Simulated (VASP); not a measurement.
The system is HfN.

```xyz
4
Lattice="3.1339 0.0000 0.0000 -1.5670 2.7140 0.0000 0.0000 0.0000 5.4168" Properties=species:S:1:pos:R:3 pbc="T T T"
Hf    1.5670    0.9047    4.0626
Hf    0.0000    1.8094    1.3542
N     0.0000    0.0000    0.0000
N     0.0000    0.0000    2.7084
```

- Program: VASP 6.6.1
- Task: relaxation of cell and atoms
- Functional: PBEsol
- Potentials or basis: VASP PAW PBE potentials, release 64 (Hf_pv, N)
- Cutoff: 600 eV
- k mesh: 8 × 8 × 4
- Occupations: methfessel-paxton, width 0.1 eV
- Spin: no spin polarisation

At the start: pressure -4.3 GPa; volume 11.52 Å³/atom.

Problem. Where does the relaxation end?

Solution. Over 3 steps the energy falls by 2.4 meV/atom and the volume is 11.34 Å³/atom (-1.5 %); space group P6_3/mmc (No. 194, to 0.05 Å).

Step by step:
```csv
step,energy change (eV),largest force (eV/Å),pressure (GPa),volume (Å³)
1,0.0000,0.0000,-4.26,46.07
2,0.0255,0.0000,8.84,44.06
3,-0.0096,0.0000,-0.03,45.37
```

Final structure:
```xyz
4
Lattice="3.1185 0.0000 0.0000 -1.5592 2.7007 0.0000 0.0000 0.0000 5.3872" Properties=species:S:1:pos:R:3 pbc="T T T"
Hf    1.5592    0.9002    4.0404
Hf    0.0000    1.8005    1.3468
N    -1.5592    2.7007    5.3872
N    -1.5592    2.7007    2.6936
```

Caveat: the PAW data sets were made with another functional, which shifts forces and pressure a little.
